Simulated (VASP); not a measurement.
Zr, 1 atom in the cell. It takes space group Pm-3m (No. 221, cubic). Conventional cell: a = 4.365 Å, b = 4.365 Å, c = 4.365 Å, α = 90.00°, β = 90.00°, γ = 90.00°. Zr (site symmetry m-3m) has 6 Zr at 4.37 Å within 5.7 Å. This isn't the form of Zr at room conditions, which is hcp.

| Item | Value |
| --- | --- |
| Program | VASP 6.6.1 |
| Task | single point |
| Functional | LDA |
| Potentials or basis | VASP PAW LDA potentials, release 64 (Zr_sv) |
| Cutoff | 500 eV |
| k mesh | 5 × 5 × 5 |
| Occupations | fermi-dirac, width 0.05 eV |
| Spin | no spin polarisation |
| Dipole correction | no |
| Further INCAR settings | ALGO = Normal; EDIFF = 1e-06; NBANDS = 12 |

Potentials or basis: VASP PAW LDA potentials, release 64 (Zr_sv).

Command:

```sh
$ cat potpaw_LDA.64/Zr_sv/POTCAR > POTCAR
$ mpirun -np 1 vasp_std > vasp.out
```

Hardware: 1 thread of Intel(R) Xeon(R) Platinum 8488C (Sapphire Rapids) (shared host).

Question: Estimate the wall time of this run.

Answer: It took 3.5 s on 1 thread of Intel(R) Xeon(R) Platinum 8488C (Sapphire Rapids) (shared host), peak memory 0.15 GiB. Counts: scf iterations 12, k points 10.
